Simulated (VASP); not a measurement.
# As (Cmce) in VASP: further runs, part 2 of 2

VASP 6.6.1. The steps go on from the part before.

## Step 3: Single point, r2SCAN

This run uses another cell than the first one, of 22.43 Å³/atom, 1.020 times its volume.

POSCAR

```
As
1.0
    1.8250000000     -5.5000000000      0.0000000000
    1.8250000000      5.5000000000      0.0000000000
    0.0000000000      0.0000000000      4.4700000000
As
4
Direct
    0.3900000000      0.6100000000      0.5600000000
    0.8900000000      0.1100000000      0.9400000000
    0.6100000000      0.3900000000      0.4400000000
    0.1100000000      0.8900000000      0.0600000000
```

INCAR.step1

```
  PREC = Accurate
  ENCUT = 520
  ISMEAR = -1
  SIGMA = 0.05
  LREAL = False
  LASPH = True
  NELM = 100
  NBANDS = 18
  GGA = PE
  ALGO = Normal
  EDIFF = 1E-4
  LWAVE = True
  LCHARG = False
```

INCAR.step2

```
  PREC = Accurate
  ENCUT = 520
  EDIFF = 1E-6
  ISMEAR = -1
  SIGMA = 0.05
  LREAL = False
  LASPH = True
  NELM = 100
  ALGO = Normal
  ISIF = 2
  LWAVE = False
  LCHARG = False
  METAGGA = R2SCAN
  LMIXTAU = True
  NBANDS = 18
  ISTART = 1
```

KPOINTS

```
regular mesh
0
Gamma
  8 8 6
```

Potentials or basis: VASP PAW PBE potentials, release 64 (As).

On the command line:

```bash
$ cat potpaw_PBE.64/As/POTCAR > POTCAR
$ cp INCAR.step1 INCAR
$ mpirun -np 1 vasp_std > vasp.out
$ cp INCAR.step2 INCAR
$ mpirun -np 1 vasp_std > vasp.out
```

OUTCAR:

```text
PREC = Accurate
   ENCUT = 520
   EDIFF = 1E-6
   ISMEAR = -1
   LREAL = False
   LASPH = True
   NELM = 100
   ISIF = 2
   METAGGA = R2SCAN
   ISTART = 1

 ion  position               nearest neighbor table
   1  0.390  0.610  0.560-   3 2.48   2 2.49   2 2.49
   2  0.890  0.110  0.940-   4 2.48   1 2.49   1 2.49
   3  0.610  0.390  0.440-   1 2.48   4 2.49   4 2.49
   4  0.110  0.890  0.060-   2 2.48   3 2.49   3 2.49

  LATTYP: Found a base centered orthorhombic cell.
 ALAT       =     3.6500000000
 B/A-ratio  =     3.0136986301
 C/A-ratio  =     1.2246575342

  Lattice vectors:

 A1 = (   1.8250000000,  -5.5000000000,   0.0000000000)
 A2 = (   1.8250000000,   5.5000000000,   0.0000000000)
 A3 = (   0.0000000000,   0.0000000000,   4.4700000000)

Analysis of symmetry for initial positions (statically):
=====================================================================
 Subroutine PRICEL returns:
 Original cell was already a primitive cell.

 Routine SETGRP: Setting up the symmetry group for a
 base centered orthorhombic supercell.

 Subroutine GETGRP returns: Found  8 space group operations
 (whereof  4 operations were pure point group operations)
 out of a pool of  8 trial point group operations.

The static configuration has the point symmetry C_2h.
 The point group associated with its full space group is D_2h.

Analysis of symmetry for dynamics (positions and initial velocities):
=====================================================================
 Subroutine PRICEL returns:
 Original cell was already a primitive cell.

 Routine SETGRP: Setting up the symmetry group for a
 base centered orthorhombic supercell.

 Subroutine GETGRP returns: Found  8 space group operations
 (whereof  4 operations were pure point group operations)
 out of a pool of  8 trial point group operations.

The dynamic configuration has the point symmetry C_2h.
[... 121 lines left out ...]
   IALGO  =     38    algorithm
   IMIX   =      4    mixing-type and parameters
     AMIX     =   0.40;   BMIX     =  1.00
     AMIX_MAG =   1.60;   BMIX_MAG =  1.00
  volume/ion in A,a.u.               =      22.43       151.39
  Fermi-wavevector in a.u.,A,eV,Ry     =   0.992576  1.875697 13.404559  0.985207
  Thomas-Fermi vector in A             =   2.124398
   LORBIT       =      0    0 simple, 1 ext, 2 COOP (PROOUT), +10 PAW based schemes
   METAGGA = R2SCAN    functional components
   LHFCALC =     F    Hartree Fock is set to
   AEXX    =    0.0000 exact exchange contribution
   IVDW    =     0    specifies the selected vdW correction
   LEPSILON=     F    determine dielectric tensor
   LRPA    =     F    only Hartree local field effects (RPA)
 non-spin polarized calculation
  energy-cutoff  :      520.00
  volume of cell :       89.74
 maximum number of plane-waves:      2436
 NGX is ok and might be reduce to    48
   NGX = 21   NGY = 21   NGZ = 17

 number of electron      20.0000001 magnetization

 Free energy of the ion-electron system (eV)
  ---------------------------------------------------
  ext. energy  EPLUGINS =         0.00000000
  ---------------------------------------------------
  free energy    TOTEN  =       -58.74887716 eV

  energy without entropy =      -58.74791717  energy(sigma->0) =      -58.74839717

 E-fermi :   4.6810     XC(G=0): -10.1433

 val. band max:        4.5628251744   @ k =   0.5000   0.5000   0.3333
 cond. band min:       4.7457828892   @ k =   0.5000   0.5000   0.0000
 fundamental gap:      0.1829577148
 Fermi energy:         4.6810040223

 k-point     1 :       0.0000    0.0000    0.0000
  band No.  band energies     occupation
      1     -10.7954      2.00000
      2      -7.8978      2.00000
      3      -5.1223      2.00000
      4      -1.6450      2.00000
      5      -1.5152      2.00000
      6       0.1738      2.00000
[... 481 lines left out ...]
      5      -0.7978      2.00000
      6      -0.3060      2.00000
[... 10 lines left out ...]
     17      11.3346      0.00000
     18      12.6182      0.00000

 [... further k-points ...]

------------------------ aborting loop because EDIFF is reached ----------------------------------------

  FORCE on cell =-STRESS in cart. coord.  units (eV):
  Direction    XX          YY          ZZ          XY          YZ          ZX
  --------------------------------------------------------------------------------------
  -------------------------------------------------------------------------------------
  Total        1.2615275      0.6601126      0.5583718      0.0000000     -0.0000000      0.0000000
  in kB       22.5239322     11.7859749      9.9694458      0.0000000     -0.0000000      0.0000000
  external PRESSURE =      14.7597843 kB  Pullay stress =       0.0000000 kB

 VOLUME and BASIS-vectors are now :
 -----------------------------------------------------------------------------
  energy-cutoff  :      520.00
  volume of cell :       89.74
      direct lattice vectors                 reciprocal lattice vectors
     1.825000000 -5.500000000  0.000000000     0.273972603 -0.090909091  0.000000000
     1.825000000  5.500000000  0.000000000     0.273972603  0.090909091  0.000000000
     0.000000000  0.000000000  4.470000000     0.000000000  0.000000000  0.223713647

 POSITION                                       TOTAL-FORCE (eV/Angst)
 -----------------------------------------------------------------------------------
      1.82500      1.21000      2.50320         0.000000     -0.123596      0.322845
      1.82500     -4.29000      4.20180         0.000000     -0.123596     -0.322845
      1.82500     -1.21000      1.96680         0.000000      0.123596     -0.322845
      1.82500      4.29000      0.26820         0.000000      0.123596      0.322845
 -----------------------------------------------------------------------------------
    total drift:                               -0.000000      0.000000     -0.000000

  FREE ENERGIE OF THE ION-ELECTRON SYSTEM (eV)
  ---------------------------------------------------
  free  energy   TOTEN  =       -58.7488771640 eV

  energy  without entropy=      -58.7479171725  energy(sigma->0) =      -58.74839717
```

It took 4.6 min on 1 thread of Intel Xeon 6975P-C (Granite Rapids), shared host; peak memory 0.34 GiB.

What came out:

```
Free energy            : -58.7489 eV
Pressure               : 1.5 GPa
Largest force          : 0.346 eV/Å
Band gap on the k mesh : 0.18 eV, indirect (least direct gap 0.29 eV)
```

Forces in eV/Å, atoms in the order of the input:
```
As   0.000 -0.124  0.323
As   0.000 -0.124 -0.323
As   0.000  0.124 -0.323
As   0.000  0.124  0.323
```

Levels at points of the mesh, in eV from the valence-band top:
| k point | band 8 | band 9 | band 10 | band 11 | band 12 | band 13 |
| --- | --- | --- | --- | --- | --- | --- |
| (0.00, 0.00, 0.00) | -2.27 | -1.92 | -1.06 | 2.19 | 2.41 | 2.80 |
| (0.50, 0.00, 0.00) | -2.59 | -2.36 | -2.36 | 1.14 | 1.14 | 1.35 |
| (0.50, 0.50, 0.00) | -1.69 | -1.32 | -0.10 | 0.18 | 2.30 | 2.73 |
| (0.00, 0.00, 0.50) | -2.06 | -0.52 | -0.52 | 1.31 | 1.31 | 2.29 |
| (0.50, 0.00, 0.50) | -4.75 | -1.87 | -1.87 | 2.34 | 2.34 | 4.94 |
| (0.50, 0.50, 0.50) | -1.94 | -1.00 | -1.00 | 1.74 | 1.74 | 2.12 |

Caveat: the PAW data sets were made with another functional, which shifts forces and pressure a little. A k mesh can miss the band edges.

## Step 4: Single point, r2SCAN

This run uses another cell than the first one, of 22.88 Å³/atom, 1.041 times its volume.

POSCAR

```
As
1.0
    1.8370864449     -5.5364249026      0.0000000000
    1.8370864449      5.5364249026      0.0000000000
    0.0000000000      0.0000000000      4.4996035117
As
4
Direct
    0.3900000000      0.6100000000      0.5600000000
    0.8900000000      0.1100000000      0.9400000000
    0.6100000000      0.3900000000      0.4400000000
    0.1100000000      0.8900000000      0.0600000000
```

INCAR.step1

```
PREC = Accurate
ENCUT = 520
ISMEAR = -1
SIGMA = 0.05
LREAL = F
LASPH = T
NELM = 80
NBANDS = 18
GGA = PE
ALGO = Normal
EDIFF = 1E-4
LWAVE = T
LCHARG = F
```

INCAR.step2

```
PREC = Accurate
ENCUT = 520
EDIFF = 1E-6
ISMEAR = -1
SIGMA = 0.05
LREAL = F
LASPH = T
NELM = 80
ALGO = Normal
ISIF = 2
LWAVE = F
LCHARG = F
METAGGA = R2SCAN
LMIXTAU = T
NBANDS = 18
ISTART = 1
```

KPOINTS is that of step 3.

On the command line:

```bash
$ cat potpaw_PBE.64/As/POTCAR > POTCAR
$ cp INCAR.step1 INCAR
$ mpirun -np 1 vasp_std > vasp.out
$ cp INCAR.step2 INCAR
$ mpirun -np 1 vasp_std > vasp.out
```

Run time: 4.8 min. Hardware: 1 thread of Intel Xeon 6975P-C (Granite Rapids), shared host; peak memory 0.35 GiB.

It converged, with:

| Property | Result |
| --- | --- |
| Free energy | -58.7572 eV |
| Pressure | 0.0 GPa |
| Largest force | 0.479 eV/Å |
| Band gap on the k mesh | 0.17 eV, indirect (least direct gap 0.23 eV) |

Forces on the atoms (eV/Å):
```
As   0.000 -0.238  0.415
As   0.000 -0.238 -0.415
As   0.000  0.238 -0.415
As   0.000  0.238  0.415
```

Stress tensor (GPa, compression positive):
```
 0.65  0.00  0.00
 0.00 -0.23  0.00
 0.00  0.00 -0.36
```

Levels at points of the mesh, in eV from the valence-band top:
```
           k point  band 8  band 9  band 10  band 11  band 12  band 13
(0.00, 0.00, 0.00)   -2.19   -1.86    -1.02     2.21     2.44     2.80
(0.50, 0.00, 0.00)   -2.53   -2.29    -2.29     1.17     1.17     1.36
(0.50, 0.50, 0.00)   -1.63   -1.28    -0.06     0.17     2.36     2.70
(0.00, 0.00, 0.50)   -2.00   -0.50    -0.50     1.28     1.28     2.30
(0.50, 0.00, 0.50)   -4.62   -1.82    -1.82     2.35     2.35     4.87
(0.50, 0.50, 0.50)   -1.91   -0.97    -0.97     1.75     1.75     2.06
```

Caveat: the PAW data sets were made with another functional, which shifts forces and pressure a little.

## Step 5: Single point, r2SCAN

This run uses another cell than the first one, of 23.33 Å³/atom, 1.061 times its volume.

POSCAR

```
As
1.0
    1.8490159120     -5.5723767210      0.0000000000
    1.8490159120      5.5723767210      0.0000000000
    0.0000000000      0.0000000000      4.5288225351
As
4
Direct
    0.3900000000      0.6100000000      0.5600000000
    0.8900000000      0.1100000000      0.9400000000
    0.6100000000      0.3900000000      0.4400000000
    0.1100000000      0.8900000000      0.0600000000
```

INCAR.step1

```
PREC = Accurate
ENCUT = 520
ISMEAR = -1
SIGMA = 0.05
LREAL = False
LASPH = True
NELM = 100
NBANDS = 18
GGA = PE
ALGO = Normal
EDIFF = 1E-4
LWAVE = True
LCHARG = False
```

INCAR.step2

```
PREC = Accurate
ENCUT = 520
EDIFF = 1E-6
ISMEAR = -1
SIGMA = 0.05
LREAL = False
LASPH = True
NELM = 100
ALGO = Normal
ISIF = 2
LWAVE = False
LCHARG = True
METAGGA = R2SCAN
LMIXTAU = True
LELF = True
LVHAR = True
NBANDS = 18
ISTART = 1
```

KPOINTS

```
Automatic mesh
0
Gamma
  8 8 6
```

On the command line:

```bash
$ cat potpaw_PBE.64/As/POTCAR > POTCAR
$ cp INCAR.step1 INCAR
$ mpirun -np 1 vasp_std > vasp.out
$ cp INCAR.step2 INCAR
$ mpirun -np 1 vasp_std > vasp.out
```

It took 4.4 min on 1 thread of Intel Xeon 6975P-C (Granite Rapids), shared host; peak memory 0.35 GiB.

Results (log left out):

```
Free energy            : -58.7501 eV
Pressure               : -1.3 GPa
Largest force          : 0.608 eV/Å
Band gap on the k mesh : 0.16 eV, indirect (least direct gap 0.18 eV)
```

Forces on the atoms (eV/Å):
```
As   0.000 -0.344  0.502
As   0.000 -0.344 -0.502
As   0.000  0.344 -0.502
As   0.000  0.344  0.502
```

Stress tensor (GPa, compression positive):
```
-0.80  0.00  0.00
 0.00 -1.50  0.00
 0.00  0.00 -1.58
```

Levels at points of the mesh, in eV from the valence-band top:
| k point | band 8 | band 9 | band 10 | band 11 | band 12 | band 13 |
| --- | --- | --- | --- | --- | --- | --- |
| (0.00, 0.00, 0.00) | -2.11 | -1.81 | -0.98 | 2.22 | 2.47 | 2.80 |
| (0.50, 0.00, 0.00) | -2.47 | -2.23 | -2.23 | 1.20 | 1.20 | 1.38 |
| (0.50, 0.50, 0.00) | -1.58 | -1.23 | -0.02 | 0.16 | 2.41 | 2.67 |
| (0.00, 0.00, 0.50) | -1.94 | -0.49 | -0.49 | 1.26 | 1.26 | 2.30 |
| (0.50, 0.00, 0.50) | -4.50 | -1.77 | -1.77 | 2.37 | 2.37 | 4.80 |
| (0.50, 0.50, 0.50) | -1.87 | -0.94 | -0.94 | 1.75 | 1.75 | 2.01 |

Caveat: the PAW data sets were made with another functional, which shifts forces and pressure a little. A k mesh can miss the band edges.

## Step 6: Summary

| cell | gap on the mesh (eV) | pressure (GPa) | largest force (eV/Å) |
| --- | --- | --- | --- |
| a = 5.756, b = 5.756, c = 4.440 Å, angles 90.0, 90.0, 143.3°, 4 atoms | 0.20 | 3.1 | 0.22 |
| a = 5.795, b = 5.795, c = 4.470 Å, angles 90.0, 90.0, 143.3°, 4 atoms | 0.18 | 1.5 | 0.35 |
| a = 5.833, b = 5.833, c = 4.500 Å, angles 90.0, 90.0, 143.3°, 4 atoms | 0.17 | 0.0 | 0.48 |
| a = 5.871, b = 5.871, c = 4.529 Å, angles 90.0, 90.0, 143.3°, 4 atoms | 0.16 | -1.3 | 0.61 |

Alike in all rows: task single point; level r2SCAN; potentials or basis VASP PAW PBE potentials, release 64 (As); no spin polarisation; k mesh 8 × 8 × 6; cutoff (eV) 520; smearing fermi-dirac 0.05 eV.

Caveats: the PAW data sets were made with another functional, which shifts forces and pressure a little.

Absolute energies hang on the potentials; compare differences alone.
